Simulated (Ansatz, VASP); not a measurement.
**Two plane-wave programs on AlNi**

```xyz
2
Lattice="1.9387 -1.9532 0.0000 1.9387 1.9532 0.0000 0.0000 0.0000 3.0994" Properties=species:S:1:pos:R:3 pbc="T T T"
Al    0.0000    0.0000    0.0000
Ni    1.9387    0.0000    1.5497
```

Alike in both runs: task single point; functional PBEsol; k mesh 16 × 16 × 14; no spin polarisation.

|  | VASP | Ansatz |
| --- | --- | --- |
| version | VASP 6.6.1 | Ansatz 0.2.0 |
| potentials or method | VASP PAW PBE potentials, release 64 (Al, Ni), cutoff 520 eV | scalar-relativistic, plane waves, PAW |
| occupations | methfessel-paxton of order 1, width 0.02 eV | cold, width 0.02 eV |
| valence electrons in the cell | 13 | 21 |

```tsv
	VASP	Ansatz	Ansatz less VASP
gap on the k mesh at the Fermi level (eV)	none	none	-
pressure (GPa)	0.4	0.3	-0.09
traceless stress, the component that is largest in VASP (GPa)	-4.76	-4.62	+0.143
```

VASP's potentials were made for PBE, not for PBEsol. A gap of «none» marks a metal or a gap that the smearing closes. VASP's potentials hold 13 valence electrons a cell and Ansatz's 21, so a difference there can come from the potentials and not from the codes.
